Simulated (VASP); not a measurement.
K: single point with LDA

Crystal: K.

```
K
1.0
     7.49908    0.00000    0.00000
    -3.74954    6.49440    0.00000
     0.00000    0.00000    4.46648
K
3
Direct
  0.00000 0.00000 0.00000
  0.33333 0.66667 0.50000
  0.66667 0.33333 0.50000
```

This isn't the form of K at room conditions, which is bcc.

| Item | Value |
| --- | --- |
| Program | VASP 6.6.1 |
| Task | single point |
| Functional | LDA |
| Potentials or basis | VASP PAW LDA potentials, release 64 (K_sv) |
| Cutoff | 520 eV |
| k mesh | 6 × 6 × 8 |
| Occupations | fermi-dirac, width 0.1 eV |
| Spin | no spin polarisation |
| Dipole correction | no |
| Further INCAR settings | ALGO = Normal; EDIFF = 1e-06; NBANDS = 20 |

The pressure is -0.4 GPa. The band gap on the k mesh is zero (an odd number of electrons rules out a gap without spin polarisation).

Levels at points of the mesh, in eV from the Fermi level:
```
           k point  band 10  band 11  band 12  band 13  band 14  band 15  band 16  band 17
(0.00, 0.00, 0.00)   -15.48   -15.48   -15.46    -2.19     1.17     1.17     1.18     1.18
(0.50, 0.00, 0.00)   -15.48   -15.48   -15.46    -1.20    -1.20     0.36     0.69     2.66
(0.00, 0.00, 0.50)   -15.52   -15.48   -15.48    -0.27    -0.10     1.79     1.79     1.88
(0.50, 0.00, 0.50)   -15.52   -15.48   -15.48     0.50     0.51     0.72     0.73     1.56
```

It took 78 s on 1 thread of Intel(R) Xeon(R) Platinum 8488C (Sapphire Rapids), on a shared host, peak memory 0.31 GiB.
